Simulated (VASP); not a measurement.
# CoSi2 (I4/mmm) in VASP: notebook

Runs on CoSi2. Level: PBEsol. Tasks: single point.

All numbers are computed with VASP 6.6.1; they aren't measurements. Logs are shortened: lines on timing, memory, paths and dates and some standing lists are left out, and cuts for length are marked.

### 1 The cell of the first run

The structure is tetragonal, space group I4/mmm (No. 139). Conventional cell: a = 3.862 Å, b = 3.862 Å, c = 5.025 Å, α = 90.00°, β = 90.00°, γ = 90.00°. Within 3.0 Å of Co (site symmetry 4/mmm) lie 8 Si at 2.30 Å. Within 3.0 Å of Si (site symmetry -4m2) lie 4 Co at 2.30 Å and 6 Si at 2.51 to 2.73 Å.

### 2 Single point, PBEsol

INCAR reads:

```
SYSTEM = CoSi2
ALGO     = Normal         ! electronic algorithm
EDIFF    = 1E-7           ! SCF threshold, eV
ENCUT    = 520            ! plane-wave cutoff, eV
GGA      = PS             ! functional
ISIF     = 2              ! what is computed and relaxed
ISMEAR   = 0              ! smearing method
LASPH    = .TRUE.         ! aspherical terms in the spheres
LCHARG   = .TRUE.         ! write CHGCAR
LELF     = .TRUE.         ! ELF
LREAL    = .FALSE.        ! projectors in reciprocal space
LVHAR    = .TRUE.       
LWAVE    = .FALSE.        ! write WAVECAR
NBANDS   = 16             ! bands
NELM     = 100            ! most SCF steps
PREC     = Accurate       ! precision mode
SIGMA    = 0.15           ! smearing width, eV
```

KPOINTS reads:

```
k-points
0
G
  18 18 18
  0 0 0
```

POSCAR reads:

```
CoSi2
1.0
    0.0000000000      2.7311170974      2.5126277296
    2.7311170974      0.0000000000      2.5126277296
    2.7311170974      2.7311170974      0.0000000000
Co Si
1 2
Direct
    0.0000000000      0.0000000000      0.0000000000
    0.2500000000      0.2500000000      0.2500000000
    0.7500000000      0.7500000000      0.7500000000
```

Potentials or basis: VASP PAW PBE potentials, release 64 (Co, Si).

Run with:

```bash
cat potpaw_PBE.64/Co/POTCAR potpaw_PBE.64/Si/POTCAR > POTCAR
mpirun -np 1 vasp_std > vasp.out
```

OUTCAR:

```text
SYSTEM = CoSi2
   EDIFF = 1E-7
   ENCUT = 520
   GGA = PS
   ISIF = 2
   ISMEAR = 0
   LASPH = .TRUE.
   LREAL = .FALSE.
   NELM = 100
   PREC = Accurate

 ion  position               nearest neighbor table
   1  0.000  0.000  0.000-   3 2.30   3 2.30   3 2.30   2 2.30   2 2.30   2 2.30   3 2.30   2 2.30

   2  0.250  0.250  0.250-   1 2.30   1 2.30   1 2.30   1 2.30   3 2.51   3 2.51   3 2.73   3 2.73
                             3 2.73   3 2.73
   3  0.750  0.750  0.750-   1 2.30   1 2.30   1 2.30   1 2.30   2 2.51   2 2.51   2 2.73   2 2.73
                             2 2.73   2 2.73

  LATTYP: Found a body centered tetragonal cell.
 ALAT       =     3.8623828396
 C/A-ratio  =     1.3010764774

  Lattice vectors:

 A1 = (   0.0000000000,  -2.7311170974,  -2.5126277296)
 A2 = (   0.0000000000,   2.7311170974,  -2.5126277296)
 A3 = (   2.7311170974,   0.0000000000,   2.5126277296)

Analysis of symmetry for initial positions (statically):
=====================================================================
 Subroutine PRICEL returns:
 Original cell was already a primitive cell.

 Routine SETGRP: Setting up the symmetry group for a
 body centered tetragonal supercell.

 Subroutine GETGRP returns: Found 16 space group operations
 (whereof 16 operations were pure point group operations)
 out of a pool of 16 trial point group operations.

The static configuration has the point symmetry D_4h.

Analysis of symmetry for dynamics (positions and initial velocities):
=====================================================================
 Subroutine PRICEL returns:
 Original cell was already a primitive cell.

 Routine SETGRP: Setting up the symmetry group for a
 body centered tetragonal supercell.

 Subroutine GETGRP returns: Found 16 space group operations
 (whereof 16 operations were pure point group operations)
 out of a pool of 16 trial point group operations.

The dynamic configuration has the point symmetry D_4h.

 Subroutine INISYM returns: Found 16 space group operations
 (whereof 16 operations are pure point group operations),
 and found     1 'primitive' translations

----------------------------------------------------------------------------------------

                                     Primitive cell

  volume of cell :      37.4834

  direct lattice vectors                    reciprocal lattice vectors
     0.000000000  2.731117097  2.512627730    -0.183075270  0.183075270  0.198994859
     2.731117097  0.000000000  2.512627730     0.183075270 -0.183075270  0.198994859
     2.731117097  2.731117097  0.000000000     0.183075270  0.183075270 -0.198994859

  length of vectors
     3.711104783  3.711104783  3.862382840     0.326545652  0.326545652  0.326545652

  position of ions in fractional coordinates (direct lattice)
     0.000000000  0.000000000  0.000000000
     0.250000000  0.250000000  0.250000000
     0.750000000  0.750000000  0.750000000

  ion indices of the primitive-cell ions
   primitive index   ion index
                 1           1
                 2           2
                 3           3

----------------------------------------------------------------------------------------

 KPOINTS: k-points

Automatic generation of k-mesh.
 Grid dimensions read from file:
 generate k-points for:   18   18   18

 Generating k-lattice:

  Cartesian coordinates                     Fractional coordinates (reciprocal lattice)
    -0.010170848  0.010170848  0.011055270     0.055555556  0.000000000  0.000000000
     0.010170848 -0.010170848  0.011055270     0.000000000  0.055555556  0.000000000
     0.010170848  0.010170848 -0.011055270    -0.000000000 -0.000000000  0.055555556

  Length of vectors
     0.018141425  0.018141425  0.018141425

  Shift w.r.t. Gamma in fractional coordinates (k-lattice)
     0.000000000  0.000000000  0.000000000

 Subroutine IBZKPT returns following result:
 ===========================================

 Found    480 irreducible k-points:

 Following reciprocal coordinates:
            Coordinates               Weight
  0.000000  0.000000  0.000000      1.000000
  0.055556 -0.000000  0.000000      8.000000
  0.111111 -0.000000  0.000000      8.000000
  0.166667 -0.000000  0.000000      8.000000
  0.222222 -0.000000  0.000000      8.000000
  0.277778  0.000000  0.000000      8.000000
[... 16 lines left out ...]
 -0.277778  0.055556  0.000000      8.000000
 -0.222222  0.055556  0.000000      8.000000
 [... further k-points ...]
   k-points           NKPTS =    480   k-points in BZ     NKDIM =    480   number of bands    NBANDS=     16
   number of dos      NEDOS =    301   number of ions     NIONS =      3
   total plane-waves  NPLWV =  23520
   dimension x,y,z NGX =    28 NGY =   28 NGZ =   30
   dimension x,y,z NGXF=    56 NGYF=   56 NGZF=   60
   ions per type =               1   2
   NGX,Y,Z   is equivalent  to a cutoff of  12.54, 12.54, 12.91 a.u.
   NGXF,Y,Z  is equivalent  to a cutoff of  25.09, 25.09, 25.83 a.u.
 SYSTEM =  CoSi2
   PREC   = accura    normal or accurate (medium, high low for compatibility)
   ISTART =      0    job   : 0-new  1-cont  2-samecut
   ICHARG =      2    charge: 1-file 2-atom 10-const
   ISPIN  =      1    spin polarized calculation?
   LNONCOLLINEAR =      F non collinear calculations
   LSORBIT =      F    spin-orbit coupling
   LASPH  =      T    aspherical Exc in radial PAW
   ENCUT  =  520.0 eV  38.22 Ry    6.18 a.u.   6.90  6.90  7.18*2*pi/ulx,y,z
   NELM   =    100;   NELMIN=  2; NELMDL= -5     # of ELM steps
   EDIFF  = 0.1E-06   stopping-criterion for ELM
   LREAL  =      F    real-space projection
   EDIFFG = 0.1E-05   stopping-criterion for IOM
   NSW    =      0    number of steps for IOM
   IBRION =     -1    ionic relax: 0-MD 1-quasi-New 2-CG
   NFREE  =      0    steps in history (QN), initial steepest desc. (CG)
   ISIF   =      2    stress and relaxation
   ISYM   =      2    0-nonsym 1-usesym 2-fastsym
   POTIM  = 0.5000    time-step for ionic-motion
   TEBEG  =    0.0;   TEEND  =   0.0 temperature during run
   PSTRESS=    0.0 pullay stress
   NELECT =      17.0000    total number of electrons
   NUPDOWN=      -1.0000    fix difference up-down
   EMIN   =  10.00;   EMAX   =-10.00  energy-range for DOS
   EFERMI =   0.00;   METHOD = LEGACY
   ISMEAR =     0;   SIGMA  =   0.15  broadening in eV -4-tet -1-fermi 0-gaus
   EFERMI_NEDOS =   21; number of points for ismear=-14 and -15
   IALGO  =     38    algorithm
   IMIX   =      4    mixing-type and parameters
     AMIX     =   0.40;   BMIX     =  1.00
     AMIX_MAG =   1.60;   BMIX_MAG =  1.00
  volume/ion in A,a.u.               =      12.49        84.32
  Fermi-wavevector in a.u.,A,eV,Ry     =   1.257800  2.376897 21.525240  1.582060
  Thomas-Fermi vector in A             =   2.391441
   LORBIT       =      0    0 simple, 1 ext, 2 COOP (PROOUT), +10 PAW based schemes
   GGA     = PS    functional components
   LHFCALC =     F    Hartree Fock is set to
   AEXX    =    0.0000 exact exchange contribution
   IVDW    =     0    specifies the selected vdW correction
   LEPSILON=     F    determine dielectric tensor
   LRPA    =     F    only Hartree local field effects (RPA)
 non-spin polarized calculation
 Gauss-broadening in eV      SIGMA  =   0.15
  energy-cutoff  :      520.00
  volume of cell :       37.48
 maximum number of plane-waves:      1034
   NGX = 13   NGY = 13   NGZ = 15

 number of electron      17.0000004 magnetization

 Free energy of the ion-electron system (eV)
  ---------------------------------------------------
  ext. energy  EPLUGINS =         0.00000000
  ---------------------------------------------------
  free energy    TOTEN  =       -20.92300315 eV

  energy without entropy =      -20.91147608  energy(sigma->0) =      -20.91723961

 E-fermi :  10.3104     XC(G=0): -11.9691

 val. band max:       10.3075446484   @ k =   0.2778   0.0000   0.1667
 cond. band min:      10.3204032021   @ k =  -0.1111   0.1111   0.0000
 fundamental gap:      0.0128585537
 Fermi energy:        10.3103880689

 k-point     1 :       0.0000    0.0000    0.0000
  band No.  band energies     occupation
      1      -3.0113      2.00000
      2       5.8770      2.00000
      3       6.2998      2.00000
      4       6.2998      2.00000
      5       8.1457      2.00000
      6       8.5238      2.00000
[... 8 lines left out ...]
     15      15.1366      0.00000
     16      18.2748      0.00000

 k-point     2 :       0.0556   -0.0000    0.0000
  band No.  band energies     occupation
      1      -2.9634      2.00000
      2       5.8327      2.00000
      3       6.2498      2.00000
      4       6.3126      2.00000
      5       8.1310      2.00000
      6       8.5081      2.00000
[... 8 lines left out ...]
     15      15.1413      0.00000
     16      17.7644      0.00000

 k-point     3 :       0.1111   -0.0000    0.0000
  band No.  band energies     occupation
      1      -2.8201      2.00000
      2       5.6076      2.00000
      3       6.2088      2.00000
      4       6.3486      2.00000
      5       8.0937      2.00000
      6       8.4657      2.00000
[... 8 lines left out ...]
     15      16.0021      0.00000
     16      17.1952      0.00000

 k-point     4 :       0.1667   -0.0000    0.0000
  band No.  band energies     occupation
      1      -2.5827      2.00000
      2       5.1525      2.00000
      3       6.2600      2.00000
      4       6.4003      2.00000
      5       8.0527      2.00000
      6       8.4100      2.00000
[... 8 lines left out ...]
     15      16.5949      0.00000
     16      16.9459      0.00000
[... 324 lines left out ...]
 k-point    22 :      -0.3333    0.0556    0.0000
  band No.  band energies     occupation
      1      -1.1565      2.00000
      2       2.9204      2.00000
      3       6.4782      2.00000
      4       6.6322      2.00000
      5       8.0203      2.00000
      6       8.3376      2.00000
[... 8 lines left out ...]
     15      18.5995      0.00000
     16      19.9440      0.00000

 k-point    23 :      -0.2778    0.0556    0.0000
  band No.  band energies     occupation
      1      -1.6760      2.00000
      2       3.7160      2.00000
      3       6.3596      2.00000
      4       6.6321      2.00000
      5       7.8942      2.00000
      6       8.4289      2.00000
[... 8 lines left out ...]
     15      17.7274      0.00000
     16      19.1927      0.00000

 k-point    24 :      -0.2222    0.0556    0.0000
  band No.  band energies     occupation
      1      -2.1140      2.00000
      2       4.4610      2.00000
      3       6.2324      2.00000
      4       6.5888      2.00000
      5       7.8615      2.00000
      6       8.4202      2.00000
[... 8 lines left out ...]
     15      17.3372      0.00000
     16      18.4341      0.00000

 [... further k-points ...]
[... 5 lines left out ...]
  --------------------------------------------------------------------------------------
  -------------------------------------------------------------------------------------
  Total       -0.6942790     -0.6942790      1.8031393      0.0000000      0.0000000      0.0000000
  in kB      -29.6760313    -29.6760313     77.0727876      0.0000000      0.0000000      0.0000000
  external PRESSURE =       5.9069084 kB  Pullay stress =       0.0000000 kB

 VOLUME and BASIS-vectors are now :
 -----------------------------------------------------------------------------
  energy-cutoff  :      520.00
  volume of cell :       37.48
      direct lattice vectors                 reciprocal lattice vectors
     0.000000000  2.731117097  2.512627730    -0.183075270  0.183075270  0.198994859
     2.731117097  0.000000000  2.512627730     0.183075270 -0.183075270  0.198994859
     2.731117097  2.731117097  0.000000000     0.183075270  0.183075270 -0.198994859

 POSITION                                       TOTAL-FORCE (eV/Angst)
 -----------------------------------------------------------------------------------
      0.00000      0.00000      0.00000         0.000000      0.000000      0.000000
      1.36556      1.36556      1.25631         0.000000     -0.000000      0.000000
      4.09668      4.09668      3.76894        -0.000000      0.000000     -0.000000
 -----------------------------------------------------------------------------------
    total drift:                               -0.000000     -0.000000      0.000000

  FREE ENERGIE OF THE ION-ELECTRON SYSTEM (eV)
  ---------------------------------------------------
  free  energy   TOTEN  =       -20.9230031520 eV

  energy  without entropy=      -20.9114760755  energy(sigma->0) =      -20.91723961
```

Wall time 2 min (1 thread of Intel Xeon 6975P-C (Granite Rapids), shared host); peak memory 0.38 GiB.

Results:

```yaml
Free_energy: -20.9230 eV
Pressure: 0.6 GPa
```

Levels at points of the mesh, in eV from the Fermi level:
```csv
k point,band 6,band 7,band 8,band 9,band 10,band 11,band 12,band 13
"(0.00, 0.00, 0.00)",-1.79,1.10,2.79,3.15,3.15,3.92,3.92,4.02
"(0.50, 0.00, 0.00)",-1.65,-1.64,-0.77,-0.29,2.96,3.28,3.38,4.91
"(0.50, 0.50, 0.00)",-1.95,-1.95,-1.78,-1.42,1.28,2.61,8.81,9.69
"(0.50, 0.00, 0.50)",-2.30,-2.12,-1.84,-1.30,1.90,3.06,8.39,8.66
```

Caveat: the PAW data sets were made with another functional, which shifts forces and pressure a little. Spin polarisation is off, so any magnetic state and its effect on volume and gap are missing.

### 3 Single point, PBEsol

This run uses another cell than the first one, of the same volume but with other edges.

INCAR reads:

```
SYSTEM = CoSi2
  ALGO = Normal
  EDIFF = 1E-6
  ENCUT = 520
  GGA = PS
  ISIF = 2
  ISMEAR = 0
  LASPH = .True.
  LCHARG = .True.
  LELF = .True.
  LREAL = .False.
  LVHAR = .True.
  LWAVE = .False.
  NBANDS = 16
  NELM = 100
  PREC = Accurate
  SIGMA = 0.15
```

KPOINTS reads:

```
k-points
0
Gamma
  18 18 18
  0 0 0
```

POSCAR reads:

```
CoSi2
1.0
    0.0000000000      2.5731910673      2.8305101740
    2.5731910673      0.0000000000      2.8305101740
    2.5731910673      2.5731910673      0.0000000000
Co Si
1 2
Direct
    0.0000000000      0.0000000000      0.0000000000
    0.2500000000      0.2500000000      0.2500000000
    0.7500000000      0.7500000000      0.7500000000
```

Potentials or basis: VASP PAW PBE potentials, release 64 (Co, Si).

Run with:

```bash
cat potpaw_PBE.64/Co/POTCAR potpaw_PBE.64/Si/POTCAR > POTCAR
mpirun -np 1 vasp_std > vasp.out
```

It took 1.8 min on 1 thread of Intel Xeon 6975P-C (Granite Rapids), shared host; peak memory 0.39 GiB.

The run converged. Its results:

| Item | Value |
| --- | --- |
| Free energy | -20.9211 eV |
| Pressure | 0.6 GPa |

Stress tensor (GPa, compression positive):
```
 3.43  0.00  0.00
 0.00  3.43  0.00
 0.00  0.00 -5.16
```

Levels at points of the mesh, in eV from the Fermi level:
| k point | band 5 | band 6 | band 7 | band 8 | band 9 | band 10 | band 11 | band 12 | band 13 | band 14 |
| --- | --- | --- | --- | --- | --- | --- | --- | --- | --- | --- |
| (0.00, 0.00, 0.00) | -2.22 | -1.75 | 1.10 | 2.55 | 3.09 | 3.09 | 3.80 | 3.80 | 3.85 | 4.38 |
| (0.50, 0.00, 0.00) | -2.31 | -1.71 | -1.56 | -0.94 | -0.13 | 2.93 | 3.06 | 3.55 | 4.87 | 10.10 |
| (0.50, 0.50, 0.00) | -3.35 | -2.26 | -2.12 | -2.12 | -1.30 | 2.14 | 3.15 | 8.52 | 9.82 | 10.14 |
| (0.50, 0.00, 0.50) | -3.34 | -2.29 | -1.97 | -1.72 | -1.31 | 1.44 | 2.76 | 8.41 | 8.47 | 10.29 |

Caveat: the PAW data sets were made with another functional, which shifts forces and pressure a little. Spin polarisation is off, so any magnetic state and its effect on volume and gap are missing.

[end of part 1 of 2]
